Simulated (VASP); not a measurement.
Here is a VASP 6.6.1 calculation.

File INCAR:

```
SYSTEM = NbFe2N3
  PREC = Accurate
  ENCUT = 520
  EDIFF = 1E-7
  ISMEAR = 0
  SIGMA = 0.1
  LREAL = .FALSE.
  LASPH = .TRUE.
  NELM = 80
  ALGO = Normal
  ISIF = 2
  LWAVE = .FALSE.
  LCHARG = .FALSE.
  GGA = PE
  NBANDS = 31
```

Contents of KPOINTS:

```
Automatic mesh
0
G
  6 6 14
  0 0 0
```

The input POSCAR:

```
NbFe2N3
1.0
    5.8062116919      0.0000000000      0.0000000000
   -2.9031058459      5.0283268249      0.0000000000
    0.0000000000      0.0000000000      2.6242397401
Nb Fe N
1 2 3
Direct
    0.0000000000      0.0000000000      0.5000000000
    0.3333333333      0.6666666667      0.0000000000
    0.6666666667      0.3333333333      0.0000000000
    0.5000000000      0.0000000000      0.0000000000
    0.0000000000      0.5000000000      0.0000000000
    0.5000000000      0.5000000000      0.0000000000
```

Potentials or basis: VASP PAW PBE potentials, release 64 (Nb_sv, Fe, N).

Command:

```sh
$ cat potpaw_PBE.64/Nb_sv/POTCAR potpaw_PBE.64/Fe/POTCAR potpaw_PBE.64/N/POTCAR > POTCAR
$ mpirun -np 1 vasp_std > vasp.out
```

Task: Estimate the band gap on the k mesh.

Result: Zero (band 22 reaches 6.62 eV, above the bottom of band 23 at 5.12 eV).

Task: Estimate the pressure.

Result: 1.5 GPa.

Stress tensor (GPa, compression positive):
```
 2.41  0.00  0.00
 0.00  2.41  0.00
 0.00  0.00 -0.30
```

Caveat: the run has no spin polarisation, though such a crystal can be magnetic. Spin polarisation is off, so any magnetic state and its effect on volume and gap are missing.
